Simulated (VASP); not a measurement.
The system is Ta2O5.

```
Ta O
1.0
     3.70041    0.00000    0.00000
     0.00000    3.89209    0.00000
     0.00000    0.00000    6.52675
Ta O
2 5
Direct
  0.50000 0.00000 0.50000
  0.00000 0.00000 0.00000
  0.50000 0.50000 0.50000
  0.00000 0.00000 0.67966
  0.00000 0.50000 0.00000
  0.50000 0.00000 0.00000
  0.00000 0.00000 0.32034
```

| Quantity | Value |
| --- | --- |
| Program | VASP 6.6.1 |
| Task | relaxation of cell and atoms |
| Functional | LDA |
| Potentials or basis | VASP PAW LDA potentials, release 64 (Ta_pv, O) |
| Cutoff | 600 eV |
| k mesh | 6 × 6 × 4 |
| Occupations | gaussian, width 0.1 eV |
| Spin | no spin polarisation |

At the start: pressure -10.2 GPa; volume 13.43 Å³/atom.

Task: How do energy, volume and symmetry change on relaxing?

Result: Over 8 steps the energy falls by 20.6 meV/atom and the volume is 12.79 Å³/atom (-4.8 %); space group Pmmm (No. 47, to 0.1 Å) before and after.

Step by step:
```tsv
step	energy change (eV)	largest force (eV/Å)	pressure (GPa)	volume (Å³)
1	0.0000	0.0054	-10.21	94.00
2	0.4467	0.0651	26.26	82.83
3	-0.1300	0.0416	-0.55	90.23
4	-0.1301	0.0423	-0.26	90.13
5	-0.1427	0.0810	0.03	89.50
6	-0.1429	0.0749	-0.01	89.57
7	-0.1432	0.0043	0.02	89.44
8	-0.1444	0.0340	-0.01	89.51
```

Final structure:
```yaml
crystal:
  lattice:
    - [3.65682, 0.00000, 0.00000]
    - [0.00000, 3.84434, 0.00000]
    - [0.00000, 0.00000, 6.36687]
  atoms:
    - { symbol: Ta, position: [0.50000, 0.00000, 0.50000] }
    - { symbol: Ta, position: [0.00000, 0.00000, 0.00000] }
    - { symbol: O, position: [0.50000, 0.50000, 0.50000] }
    - { symbol: O, position: [0.00000, 0.00000, 0.67912] }
    - { symbol: O, position: [0.00000, 0.50000, 0.00000] }
    - { symbol: O, position: [0.50000, 0.00000, 0.00000] }
    - { symbol: O, position: [0.00000, 0.00000, 0.32088] }
```

Caveat: the relaxation stopped at a loose force limit of 0.05 eV/Å, so its end isn't a converged minimum.
